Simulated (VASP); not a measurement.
Set up this calculation in VASP 6.6.1, as the native input.

| Property | Result |
| --- | --- |
| Task | relaxation of cell and atoms |
| Functional | PBEsol |
| Potentials or basis | VASP PAW PBE potentials, release 64 (Bi_d) |
| Cutoff | 600 eV |
| k mesh | 14 × 14 × 14 |
| Occupations | gaussian, width 0.1 eV |
| Spin | no spin polarisation |
| Dipole correction | no |
| Further INCAR settings | ALGO = Normal; EDIFF = 1e-06; IBRION = 2; EDIFFG = -0.01; NSW = 80; ISIF = 3 |

The structure of Bi lies in POSCAR:

```
Bi
1.0
    0.0000000000      2.4702106607      2.4702106607
    2.4702106607      0.0000000000      2.4702106607
    2.4702106607      2.4702106607      0.0000000000
Bi
1
Direct
    0.0000000000      0.0000000000      0.0000000000
```

This isn't the form of Bi at room conditions, which is rhombohedral.

These files were run (other wordings do the same):

INCAR

```
PREC = Accurate
ENCUT = 600
EDIFF = 1E-6
ISMEAR = 0
SIGMA = 0.1
LREAL = F
LASPH = T
NELM = 100
ALGO = Normal
ISIF = 3
LWAVE = F
LCHARG = F
GGA = PS
IBRION = 2
NSW = 80
EDIFFG = -0.01
```

KPOINTS

```
Automatic mesh
0
Gamma
  14 14 14
```

Potentials or basis: VASP PAW PBE potentials, release 64 (Bi_d).

The run is started by

```sh
$ cat potpaw_PBE.64/Bi_d/POTCAR > POTCAR
$ mpirun -np 1 vasp_std > vasp.out
```

Results of the run:

```yaml
Relaxed_volume: 30.25 Å³/atom
Relaxed_cell: a = 3.497 Å, b = 3.497 Å, c = 3.497 Å, α = 60.00°, β = 60.00°, γ = 60.00°
Space_group_after_relaxing_to_0.1_Å: Fm-3m (No. 225)
Energy_gained_by_relaxing: 0.1 meV/atom
Ionic_steps: 3
Pressure_after_relaxing: 0.0 GPa
Band_gap_on_the_k_mesh: zero (an odd number of electrons rules out a gap without spin polarisation)
```

Caveat: the PAW data sets were made with another functional, which shifts forces and pressure a little; spin-orbit coupling is left out, which moves the levels of the heavy elements.

Wall time 110 s on 1 thread of Intel Xeon 8259CL, on a shared host, peak memory 0.19 GiB.
